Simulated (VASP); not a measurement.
# Al in VASP: single point with PBE

Aim: the single point of Al with PBE.

Program: VASP 6.6.1. These are calculated values, not measurements. Logs are shortened: lines on timing, memory, paths and dates and some standing lists are left out, and cuts for length are marked.

### 1 The cell of the first run

The cell holds a slab with vacuum, 6 atoms: a = 3.868 Å, b = 3.868 Å, c = 28.468 Å, α = 90.00°, β = 90.00°, γ = 90.00°.

### 2 Single point, PBE

INCAR reads:

```
SYSTEM = Al
PREC = Accurate ; ENCUT = 520
EDIFF = 1E-7 ; ISMEAR = 0
SIGMA = 0.1 ; LREAL = .False.
LASPH = .True. ; NELM = 60
ALGO = Normal ; ISIF = 2
LWAVE = .False. ; LCHARG = .False.
LDIPOL = .True. ; IDIPOL = 3
DIPOL = 0.5 0.5 0.652 ; GGA = PE
NBANDS = 18
```

KPOINTS reads:

```
regular mesh
0
Gamma
  9 9 1
  0 0 0
```

POSCAR reads:

```
Al
1.0
    3.8677060746      0.0000000000      0.0000000000
    0.0000000000      3.8677060746      0.0000000000
    0.0000000000      0.0000000000     28.4681894710
Al
6
Direct
    0.7361404956      0.5000000000      0.5803334570
    0.2349496532      0.0000000000      0.5747430634
    0.2356769667      0.5000000000      0.6509982354
    0.7350229586      0.0000000000      0.6525540384
    0.7346480987      0.5000000000      0.7258459602
    0.2345914723      0.0000000000      0.7254548720
```

Potentials or basis: VASP PAW PBE potentials, release 64 (Al).

The run is started by

```console
$ cat potpaw_PBE.64/Al/POTCAR > POTCAR
$ mpirun -np 1 vasp_std > vasp.out
```

OUTCAR:

```text
SYSTEM = Al
   PREC = Accurate
   ENCUT = 520
   EDIFF = 1E-7
   ISMEAR = 0
   LREAL = .False.
   LASPH = .True.
   NELM = 60
   ISIF = 2
   GGA = PE

 ion  position               nearest neighbor table
   1  0.736  0.500  0.580-   2 2.74   2 2.74   2 2.74   2 2.74   3 2.79   3 2.79   4 2.82   4 2.82

   2  0.235  0.000  0.575-   1 2.74   1 2.74   1 2.74   1 2.74   3 2.91   3 2.91   4 2.94   4 2.94

   3  0.236  0.500  0.651-   4 2.73   4 2.73   4 2.74   4 2.74   1 2.79   1 2.79   6 2.87   6 2.87
                             5 2.87   5 2.88   2 2.91   2 2.91
   4  0.735  0.000  0.653-   3 2.73   3 2.73   3 2.74   3 2.74   1 2.82   1 2.82   6 2.84   6 2.84
                             5 2.84   5 2.84   2 2.94   2 2.94
   5  0.735  0.500  0.726-   6 2.73   6 2.73   6 2.74   6 2.74   4 2.84   4 2.84   3 2.87   3 2.88

   6  0.235  0.000  0.725-   5 2.73   5 2.73   5 2.74   5 2.74   4 2.84   4 2.84   3 2.87   3 2.87

  LATTYP: Found a simple tetragonal cell.
 ALAT       =     3.8677060746
 C/A-ratio  =     7.3604842048

  Lattice vectors:

 A1 = (   3.8677060746,   0.0000000000,   0.0000000000)
 A2 = (   0.0000000000,   3.8677060746,   0.0000000000)
 A3 = (   0.0000000000,   0.0000000000,  28.4681894710)

Analysis of symmetry for initial positions (statically):
=====================================================================
 Subroutine PRICEL returns:
 Original cell was already a primitive cell.

 Routine SETGRP: Setting up the symmetry group for a
 simple tetragonal supercell.

 Subroutine GETGRP returns: Found  2 space group operations
 (whereof  2 operations were pure point group operations)
 out of a pool of 16 trial point group operations.

The static configuration has the point symmetry C_1h.

Analysis of symmetry for dynamics (positions and initial velocities):
=====================================================================
 Subroutine PRICEL returns:
 Original cell was already a primitive cell.

 Routine SETGRP: Setting up the symmetry group for a
 simple tetragonal supercell.

 Subroutine GETGRP returns: Found  2 space group operations
 (whereof  2 operations were pure point group operations)
 out of a pool of 16 trial point group operations.

The dynamic configuration has the point symmetry C_1h.

 Subroutine INISYM returns: Found  2 space group operations
 (whereof  2 operations are pure point group operations),
 and found     1 'primitive' translations

----------------------------------------------------------------------------------------

                                     Primitive cell

  volume of cell :     425.8599

  direct lattice vectors                    reciprocal lattice vectors
     3.867706075  0.000000000  0.000000000     0.258551188  0.000000000  0.000000000
     0.000000000  3.867706075  0.000000000     0.000000000  0.258551188  0.000000000
     0.000000000  0.000000000 28.468189471     0.000000000  0.000000000  0.035126927

  length of vectors
     3.867706075  3.867706075 28.468189471     0.258551188  0.258551188  0.035126927

  position of ions in fractional coordinates (direct lattice)
     0.736140496  0.500000000  0.580333457
     0.234949653  0.000000000  0.574743063
     0.235676967  0.500000000  0.650998235
     0.735022959  0.000000000  0.652554038
     0.734648099  0.500000000  0.725845960
     0.234591472  0.000000000  0.725454872

  ion indices of the primitive-cell ions
   primitive index   ion index
                 1           1
                 2           2
                 3           3
                 4           4
                 5           5
                 6           6

----------------------------------------------------------------------------------------

 KPOINTS: regular mesh

Automatic generation of k-mesh.
 Grid dimensions read from file:
 generate k-points for:    9    9    1

 Generating k-lattice:

  Cartesian coordinates                     Fractional coordinates (reciprocal lattice)
     0.028727910  0.000000000  0.000000000     0.111111111  0.000000000  0.000000000
     0.000000000  0.028727910  0.000000000     0.000000000  0.111111111  0.000000000
     0.000000000  0.000000000  0.035126927     0.000000000  0.000000000  1.000000000

  Length of vectors
     0.028727910  0.028727910  0.035126927

  Shift w.r.t. Gamma in fractional coordinates (k-lattice)
     0.000000000  0.000000000  0.000000000

 Subroutine IBZKPT returns following result:
 ===========================================

 Found     25 irreducible k-points:

 Following reciprocal coordinates:
            Coordinates               Weight
  0.000000  0.000000  0.000000      1.000000
  0.111111  0.000000  0.000000      2.000000
  0.000000  0.111111  0.000000      2.000000
  0.222222  0.000000  0.000000      2.000000
  0.000000  0.222222  0.000000      2.000000
  0.333333  0.000000  0.000000      2.000000
[... 16 lines left out ...]
  0.444444  0.333333  0.000000      4.000000
 -0.333333  0.444444  0.000000      4.000000
   k-points           NKPTS =     25   k-points in BZ     NKDIM =     25   number of bands    NBANDS=     18
   number of dos      NEDOS =    301   number of ions     NIONS =      6
   total plane-waves  NPLWV = 194400
   dimension x,y,z NGX =    30 NGY =   30 NGZ =  216
   dimension x,y,z NGXF=    60 NGYF=   60 NGZF=  432
   ions per type =               6
   NGX,Y,Z   is equivalent  to a cutoff of  12.89, 12.89, 12.61 a.u.
   NGXF,Y,Z  is equivalent  to a cutoff of  25.79, 25.79, 25.23 a.u.
 SYSTEM =  Al
   PREC   = accura    normal or accurate (medium, high low for compatibility)
   ISTART =      0    job   : 0-new  1-cont  2-samecut
   ICHARG =      2    charge: 1-file 2-atom 10-const
   ISPIN  =      1    spin polarized calculation?
   LNONCOLLINEAR =      F non collinear calculations
   LSORBIT =      F    spin-orbit coupling
   LASPH  =      T    aspherical Exc in radial PAW
   ENCUT  =  520.0 eV  38.22 Ry    6.18 a.u.   7.19  7.19 52.93*2*pi/ulx,y,z
   NELM   =     60;   NELMIN=  2; NELMDL= -5     # of ELM steps
   EDIFF  = 0.1E-06   stopping-criterion for ELM
   LREAL  =      F    real-space projection
   EDIFFG = 0.1E-05   stopping-criterion for IOM
   NSW    =      0    number of steps for IOM
   IBRION =     -1    ionic relax: 0-MD 1-quasi-New 2-CG
   NFREE  =      0    steps in history (QN), initial steepest desc. (CG)
   ISIF   =      2    stress and relaxation
   ISYM   =      2    0-nonsym 1-usesym 2-fastsym
   POTIM  = 0.5000    time-step for ionic-motion
   TEBEG  =    0.0;   TEEND  =   0.0 temperature during run
   PSTRESS=    0.0 pullay stress
   NELECT =      18.0000    total number of electrons
   NUPDOWN=      -1.0000    fix difference up-down
   EMIN   =  10.00;   EMAX   =-10.00  energy-range for DOS
   EFERMI =   0.00;   METHOD = LEGACY
   ISMEAR =     0;   SIGMA  =   0.10  broadening in eV -4-tet -1-fermi 0-gaus
   EFERMI_NEDOS =   21; number of points for ismear=-14 and -15
   IALGO  =     38    algorithm
   IMIX   =      4    mixing-type and parameters
     AMIX     =   0.40;   BMIX     =  1.00
     AMIX_MAG =   1.60;   BMIX_MAG =  1.00
  volume/ion in A,a.u.               =      70.98       478.97
  Fermi-wavevector in a.u.,A,eV,Ry     =   0.570265  1.077645  4.424645  0.325202
  Thomas-Fermi vector in A             =   1.610246
   LORBIT       =      0    0 simple, 1 ext, 2 COOP (PROOUT), +10 PAW based schemes
   GGA     = PE    functional components
   LHFCALC =     F    Hartree Fock is set to
   AEXX    =    0.0000 exact exchange contribution
   IVDW    =     0    specifies the selected vdW correction
   LEPSILON=     F    determine dielectric tensor
   LRPA    =     F    only Hartree local field effects (RPA)
 non-spin polarized calculation
 Gauss-broadening in eV      SIGMA  =   0.10
  energy-cutoff  :      520.00
  volume of cell :      425.86
 maximum number of plane-waves:     11504
 NGX is ok and might be reduce to    30
   NGX = 15   NGY = 15   NGZ =105

 dipolmoment           0.000000      0.000000     -0.003913 electrons x Angstroem

 number of electron      18.0000000 magnetization

 dipolmoment           0.000000      0.000000      0.001018 electrons x Angstroem

 Free energy of the ion-electron system (eV)
  ---------------------------------------------------
  ext. energy  EPLUGINS =         0.00000000
  ---------------------------------------------------
  free energy    TOTEN  =       -20.67674731 eV

  energy without entropy =      -20.66562115  energy(sigma->0) =      -20.67118423

 E-fermi :  -1.4404     XC(G=0):  -2.9983

 val. band max:       -1.4538522724   @ k =   0.3333   0.3333   0.0000
 cond. band min:      -1.3874757481   @ k =   0.0000   0.2222   0.0000
 fundamental gap:      0.0663765243
 Fermi energy:        -1.4404435440

 k-point     1 :       0.0000    0.0000    0.0000
  band No.  band energies     occupation
      1     -12.0683      2.00000
      2      -9.9886      2.00000
      3      -6.8054      2.00000
      4      -3.7642      2.00000
      5      -3.2689      2.00000
      6      -3.2672      2.00000
[... 10 lines left out ...]
     17       2.7804      0.00000
     18       2.9677      0.00000

 k-point     2 :       0.1111    0.0000    0.0000
  band No.  band energies     occupation
      1     -11.9467      2.00000
      2      -9.8683      2.00000
      3      -6.6859      2.00000
      4      -4.5724      2.00000
      5      -3.6489      2.00000
      6      -3.1568      2.00000
[... 10 lines left out ...]
     17       2.9024      0.00000
     18       3.3195      0.00000

 k-point     3 :       0.0000    0.1111    0.0000
  band No.  band energies     occupation
      1     -11.9467      2.00000
      2      -9.8683      2.00000
      3      -6.6859      2.00000
      4      -4.5726      2.00000
      5      -3.6465      2.00000
      6      -3.1585      2.00000
[... 10 lines left out ...]
     17       2.9026      0.00000
     18       3.3216      0.00000

 k-point     4 :       0.2222    0.0000    0.0000
  band No.  band energies     occupation
      1     -11.5827      2.00000
      2      -9.5079      2.00000
      3      -6.3401      2.00000
      4      -6.2387      2.00000
      5      -4.2368      2.00000
      6      -3.3059      2.00000
[... 10 lines left out ...]
     17       2.6359      0.00000
     18       3.2617      0.00000

 k-point     5 :       0.0000    0.2222    0.0000
  band No.  band energies     occupation
      1     -11.5827      2.00000
      2      -9.5080      2.00000
      3      -6.3399      2.00000
      4      -6.2382      2.00000
      5      -4.2366      2.00000
      6      -3.3039      2.00000
[... 10 lines left out ...]
     17       2.6351      0.00000
     18       3.2612      0.00000

 k-point     6 :       0.3333    0.0000    0.0000
  band No.  band energies     occupation
      1     -10.9782      2.00000
      2      -8.9094      2.00000
      3      -7.7625      2.00000
      4      -5.7704      2.00000
      5      -5.6897      2.00000
      6      -2.7379      2.00000
[... 307 lines left out ...]
 k-point    21 :      -0.2222    0.4444    0.0000
  band No.  band energies     occupation
      1      -9.6591      2.00000
      2      -8.5872      2.00000
      3      -7.6008      2.00000
      4      -6.5428      2.00000
      5      -4.4720      2.00000
      6      -4.3909      2.00000
[... 10 lines left out ...]
     17       3.7376      0.00000
     18       4.2300      0.00000

 k-point    22 :       0.3333    0.3333    0.0000
  band No.  band energies     occupation
      1      -9.8973      2.00000
      2      -7.8400      2.00000
      3      -6.7765      2.00000
      4      -6.6340      2.00000
      5      -4.7414      2.00000
      6      -4.7080      2.00000
[... 10 lines left out ...]
     17       4.2884      0.00000
     18       4.5606      0.00000

 k-point    23 :       0.4444    0.3333    0.0000
  band No.  band energies     occupation
      1      -9.0633      2.00000
      2      -7.9959      2.00000
      3      -7.0137      2.00000
      4      -5.9602      2.00000
      5      -5.8884      2.00000
      6      -4.8548      2.00000
[... 10 lines left out ...]
     17       3.2968      0.00000
     18       4.0411      0.00000

 k-point    24 :      -0.3333    0.4444    0.0000
  band No.  band energies     occupation
      1      -9.0635      2.00000
      2      -7.9970      2.00000
      3      -7.0111      2.00000
      4      -5.9580      2.00000
      5      -5.8901      2.00000
      6      -4.8580      2.00000
[... 10 lines left out ...]
     17       3.2922      0.00000
     18       4.0454      0.00000

 [... further k-points ...]

------------------------ aborting loop because EDIFF is reached ----------------------------------------

 vacuum level on the upper side and lower side of the slab       (xc-potential included)        -0.060        -0.072

  FORCE on cell =-STRESS in cart. coord.  units (eV):
  Direction    XX          YY          ZZ          XY          YZ          ZX
  --------------------------------------------------------------------------------------
  -------------------------------------------------------------------------------------
  Total        1.5931449      1.5124734      0.3320419      0.0000000      0.0000000      0.0052800
  in kB        5.9937564      5.6902528      1.2492135      0.0000000      0.0000000      0.0198644
  external PRESSURE =       4.3110742 kB  Pullay stress =       0.0000000 kB

 VOLUME and BASIS-vectors are now :
 -----------------------------------------------------------------------------
  energy-cutoff  :      520.00
  volume of cell :      425.86
      direct lattice vectors                 reciprocal lattice vectors
     3.867706075  0.000000000  0.000000000     0.258551188  0.000000000  0.000000000
     0.000000000  3.867706075  0.000000000     0.000000000  0.258551188  0.000000000
     0.000000000  0.000000000 28.468189471     0.000000000  0.000000000  0.035126927

 POSITION                                       TOTAL-FORCE (eV/Angst)
 -----------------------------------------------------------------------------------
      2.84718      1.93385     16.52104        -0.018017      0.000000     -0.229119
      0.90872      0.00000     16.36189         0.017519      0.000000      0.144865
      0.91153      1.93385     18.53274        -0.011739      0.000000      0.086155
      2.84285      0.00000     18.57703         0.009105      0.000000     -0.093670
      2.84140      1.93385     20.66352         0.001147      0.000000      0.049098
      0.90733      0.00000     20.65239         0.001985      0.000000      0.042673
 -----------------------------------------------------------------------------------
    total drift:                                0.000024      0.000000     -0.000013

  FREE ENERGIE OF THE ION-ELECTRON SYSTEM (eV)
  ---------------------------------------------------
  free  energy   TOTEN  =       -20.6767473057 eV

  energy  without entropy=      -20.6656211455  energy(sigma->0) =      -20.67118423

 vacuum level on the upper side and lower side of the slab         2.807         2.794
```

Run time: 9.8 min. Hardware: 1 thread of AMD EPYC, shared host; peak memory 0.48 GiB.

Results:

- Free energy: -20.6767 eV
- Largest force: 0.230 eV/Å
- Band gap on the k mesh: zero (bands 9 and 10 overlap by 2.61 eV)

Forces in eV/Å, atoms in the order of the input:
```
Al  -0.018  0.000 -0.229
Al   0.018  0.000  0.145
Al  -0.012  0.000  0.086
Al   0.009  0.000 -0.094
Al   0.001  0.000  0.049
Al   0.002  0.000  0.043
```
